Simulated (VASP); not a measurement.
# Ir (Im-3m) in VASP: further runs

Runs on Ir. Level: LDA. Tasks: single point.

All numbers are computed with VASP 6.6.1; they aren't measurements. Logs are shortened: lines on timing, memory, paths and dates and some standing lists are left out, and cuts for length are marked.

### 1 The cell of the first run

Symmetry: Im-3m, No. 229, cubic system. The conventional cell has a = 2.933 Å, b = 2.933 Å, c = 2.933 Å, α = 90.00°, β = 90.00°, γ = 90.00°. Ir (site symmetry m-3m) has 14 Ir at 2.54 to 2.93 Å within 3.4 Å.

This isn't the form of Ir at room conditions, which is fcc.

### 2 Single point, LDA (12.62 Å³/atom)

The input, INCAR:

```
ALGO     = Normal         # electronic algorithm
EDIFF    = 1E-6           # SCF threshold, eV
ENCUT    = 560            # plane-wave cutoff, eV
GGA      = CA             # functional
GGA_COMPAT= False        
ISIF     = 2              # what is computed and relaxed
ISMEAR   = -1             # smearing method
LASPH    = True           # aspherical terms in the spheres
LCHARG   = True           # write CHGCAR
LELF     = True           # ELF
LREAL    = False          # projectors in reciprocal space
LVHAR    = True         
LWAVE    = False          # write WAVECAR
NBANDS   = 14             # bands
NELM     = 120            # most SCF steps
PREC     = Accurate       # precision mode
SIGMA    = 0.08           # smearing width, eV
```

The input, KPOINTS:

```
k-points
0
Gamma
  20 20 20
```

The input, POSCAR:

```
Ir
1.0
   -1.4664938561      1.4664938561      1.4664938561
    1.4664938561     -1.4664938561      1.4664938561
    1.4664938561      1.4664938561     -1.4664938561
Ir
1
Direct
    0.0000000000      0.0000000000      0.0000000000
```

Potentials or basis: VASP PAW LDA potentials, release 64 (Ir_sv_GW).

Command:

```sh
> cat potpaw_LDA.64/Ir_sv_GW/POTCAR > POTCAR
> mpirun -np 1 vasp_std > vasp.out
```

OUTCAR:

```text
EDIFF = 1E-6
   ENCUT = 560
   GGA = CA
   ISIF = 2
   ISMEAR = -1
   LASPH = True
   LREAL = False
   NELM = 120
   PREC = Accurate

 ion  position               nearest neighbor table
   1  0.000  0.000  0.000-

  LATTYP: Found a body centered cubic cell.
 ALAT       =     2.9329877122

  Lattice vectors:

 A1 = (  -1.4664938561,   1.4664938561,   1.4664938561)
 A2 = (   1.4664938561,  -1.4664938561,   1.4664938561)
 A3 = (   1.4664938561,   1.4664938561,  -1.4664938561)

Analysis of symmetry for initial positions (statically):
=====================================================================
 Subroutine PRICEL returns:
 Original cell was already a primitive cell.

 Routine SETGRP: Setting up the symmetry group for a
 body centered cubic supercell.

 Subroutine GETGRP returns: Found 48 space group operations
 (whereof 48 operations were pure point group operations)
 out of a pool of 48 trial point group operations.

The static configuration has the point symmetry O_h .

Analysis of symmetry for dynamics (positions and initial velocities):
=====================================================================
 Subroutine PRICEL returns:
 Original cell was already a primitive cell.

 Routine SETGRP: Setting up the symmetry group for a
 body centered cubic supercell.

 Subroutine GETGRP returns: Found 48 space group operations
 (whereof 48 operations were pure point group operations)
 out of a pool of 48 trial point group operations.

The dynamic configuration has the point symmetry O_h .

 Subroutine INISYM returns: Found 48 space group operations
 (whereof 48 operations are pure point group operations),
 and found     1 'primitive' translations

----------------------------------------------------------------------------------------

                                     Primitive cell

  volume of cell :      12.6154

  direct lattice vectors                    reciprocal lattice vectors
    -1.466493856  1.466493856  1.466493856     0.000000000  0.340949263  0.340949263
     1.466493856 -1.466493856  1.466493856     0.340949263  0.000000000  0.340949263
     1.466493856  1.466493856 -1.466493856     0.340949263  0.340949263  0.000000000

  length of vectors
     2.540041868  2.540041868  2.540041868     0.482175072  0.482175072  0.482175072

[... 83 lines left out ...]
   NFREE  =      0    steps in history (QN), initial steepest desc. (CG)
   ISIF   =      2    stress and relaxation
   ISYM   =      2    0-nonsym 1-usesym 2-fastsym
   POTIM  = 0.5000    time-step for ionic-motion
   TEBEG  =    0.0;   TEEND  =   0.0 temperature during run
   PSTRESS=    0.0 pullay stress
   NELECT =      17.0000    total number of electrons
   NUPDOWN=      -1.0000    fix difference up-down
   EMIN   =  10.00;   EMAX   =-10.00  energy-range for DOS
   EFERMI =   0.00;   METHOD = LEGACY
   ISMEAR =    -1;   SIGMA  =   0.08  broadening in eV -4-tet -1-fermi 0-gaus
   EFERMI_NEDOS =   21; number of points for ismear=-14 and -15
   IALGO  =     38    algorithm
   IMIX   =      4    mixing-type and parameters
     AMIX     =   0.40;   BMIX     =  1.00
     AMIX_MAG =   1.60;   BMIX_MAG =  1.00
  volume/ion in A,a.u.               =      12.62        85.13
  Fermi-wavevector in a.u.,A,eV,Ry     =   1.808246  3.417090 44.487708  3.269754
  Thomas-Fermi vector in A             =   2.867363
   LORBIT       =      0    0 simple, 1 ext, 2 COOP (PROOUT), +10 PAW based schemes
   GGA     = CA    functional components
   LHFCALC =     F    Hartree Fock is set to
   AEXX    =    0.0000 exact exchange contribution
   IVDW    =     0    specifies the selected vdW correction
   LEPSILON=     F    determine dielectric tensor
   LRPA    =     F    only Hartree local field effects (RPA)
 non-spin polarized calculation
  energy-cutoff  :      560.00
  volume of cell :       12.62
 maximum number of plane-waves:       394
   NGX =  9   NGY =  9   NGZ =  9

 number of electron      17.0000000 magnetization

 Free energy of the ion-electron system (eV)
  ---------------------------------------------------
  ext. energy  EPLUGINS =         0.00000000
  ---------------------------------------------------
  free energy    TOTEN  =        -9.93114272 eV

  energy without entropy =       -9.88993496  energy(sigma->0) =       -9.91053884

 E-fermi :  14.7490     XC(G=0): -15.5118

 val. band max:       14.7479851476   @ k =  -0.2000   0.2000   0.1000
 cond. band min:      14.7523878602   @ k =   0.4000   0.1000   0.1000
 fundamental gap:      0.0044027126
 Fermi energy:        14.7489574910

 k-point     1 :       0.0000    0.0000    0.0000
  band No.  band energies     occupation
      1     -77.6797      2.00000
      2     -34.2137      2.00000
      3     -34.2137      2.00000
      4     -34.2137      2.00000
      5       2.7005      2.00000
      6      10.2743      2.00000
      7      10.2743      2.00000
      8      10.2743      2.00000
      9      14.0081      1.99981
     10      14.0081      1.99981
     11      30.7765      0.00000
     12      30.7765      0.00000
     13      30.7765      0.00000
     14      44.7272      0.00000
[... 377 lines left out ...]
      1     -77.5915      2.00000
      2     -35.0401      2.00000
      3     -34.4933      2.00000
      4     -34.2579      2.00000
      5       6.0883      2.00000
      6       8.7690      2.00000
      7      10.0829      2.00000
      8      13.2428      2.00000
      9      14.5219      1.88943
     10      15.0211      0.06448
     11      29.5332      0.00000
     12      30.7641      0.00000
     13      36.0120      0.00000
     14      36.6251      0.00000

 [... further k-points ...]

------------------------ aborting loop because EDIFF is reached ----------------------------------------

  FORCE on cell =-STRESS in cart. coord.  units (eV):
  Direction    XX          YY          ZZ          XY          YZ          ZX
  --------------------------------------------------------------------------------------
  -------------------------------------------------------------------------------------
  Total        4.9350947      4.9350947      4.9350947      0.0000000      0.0000000      0.0000000
  in kB      626.7658745    626.7658745    626.7658745      0.0000000      0.0000000      0.0000000
  external PRESSURE =     626.7658745 kB  Pullay stress =       0.0000000 kB

 VOLUME and BASIS-vectors are now :
 -----------------------------------------------------------------------------
  energy-cutoff  :      560.00
  volume of cell :       12.62
      direct lattice vectors                 reciprocal lattice vectors
    -1.466493856  1.466493856  1.466493856     0.000000000  0.340949263  0.340949263
     1.466493856 -1.466493856  1.466493856     0.340949263  0.000000000  0.340949263
     1.466493856  1.466493856 -1.466493856     0.340949263  0.340949263  0.000000000

 POSITION                                       TOTAL-FORCE (eV/Angst)
 -----------------------------------------------------------------------------------
      0.00000      0.00000      0.00000        -0.000000     -0.000000      0.000000
 -----------------------------------------------------------------------------------
    total drift:                                0.000000     -0.000000     -0.000000

  FREE ENERGIE OF THE ION-ELECTRON SYSTEM (eV)
  ---------------------------------------------------
  free  energy   TOTEN  =        -9.9311427243 eV

  energy  without entropy=       -9.8899349575  energy(sigma->0) =       -9.91053884
```

Run time: 35 s. Hardware: 1 thread of Intel Xeon Platinum 8559C (Emerald Rapids), shared host; peak memory 0.17 GiB.

What came out:

```
Free energy            : -9.9311 eV
Pressure               : 62.7 GPa
Band gap on the k mesh : zero (an odd number of electrons rules out a gap without spin polarisation)
```

Levels at points of the mesh, in eV from the Fermi level:
```csv
k point,band 4,band 5,band 6,band 7,band 8,band 9,band 10,band 11,band 12,band 13
"(0.00, 0.00, 0.00)",-48.96,-12.05,-4.47,-4.47,-4.47,-0.74,-0.74,16.03,16.03,16.03
"(0.50, 0.00, 0.00)",-48.96,-9.05,-6.73,-0.89,-0.22,-0.04,2.87,9.77,12.54,18.01
"(0.50, 0.50, 0.50)",-49.83,-8.74,-8.74,1.94,1.94,1.94,8.42,8.42,8.42,17.25
```

Caveat: the cell stands under pressure; spin-orbit coupling is left out, which moves the levels of the heavy elements.

### 3 Single point, LDA

This run uses another cell than the first one, of 14.34 Å³/atom.

The input, INCAR:

```
ALGO = Normal ; EDIFF = 1E-6
ENCUT = 560 ; GGA_COMPAT = False
ISIF = 2 ; ISMEAR = -1
LASPH = True ; LCHARG = False
LREAL = False ; LWAVE = False
NBANDS = 14 ; NELM = 120
PREC = Accurate ; SIGMA = 0.08
```

KPOINTS is that of step 2.

The input, POSCAR:

```
Ir
1.0
   -1.5303332831      1.5303332831      1.5303332831
    1.5303332831     -1.5303332831      1.5303332831
    1.5303332831      1.5303332831     -1.5303332831
Ir
1
Direct
    0.0000000000      0.0000000000      0.0000000000
```

Potentials or basis: VASP PAW LDA potentials, release 64 (Ir_sv_GW).

Command:

```sh
> cat potpaw_LDA.64/Ir_sv_GW/POTCAR > POTCAR
> mpirun -np 1 vasp_std > vasp.out
```

Wall time 22 s (1 thread of Intel Xeon Platinum 8488C (Sapphire Rapids), shared host); peak memory 0.17 GiB.

Results (log left out):

```
Free energy            : -10.2448 eV
Pressure               : -0.5 GPa
Band gap on the k mesh : zero (an odd number of electrons rules out a gap without spin polarisation)
```

Levels at points of the mesh, in eV from the Fermi level:
| k point | band 4 | band 5 | band 6 | band 7 | band 8 | band 9 | band 10 | band 11 | band 12 | band 13 |
| --- | --- | --- | --- | --- | --- | --- | --- | --- | --- | --- |
| (0.00, 0.00, 0.00) | -48.77 | -10.71 | -3.70 | -3.70 | -3.70 | -0.56 | -0.56 | 16.21 | 16.21 | 16.21 |
| (0.50, 0.00, 0.00) | -48.76 | -7.64 | -5.56 | -0.74 | -0.06 | -0.04 | 2.31 | 8.16 | 12.66 | 16.70 |
| (0.50, 0.50, 0.50) | -49.33 | -7.19 | -7.19 | 1.58 | 1.58 | 1.58 | 7.89 | 7.89 | 7.89 | 14.94 |

Caveat: spin-orbit coupling is left out, which moves the levels of the heavy elements.
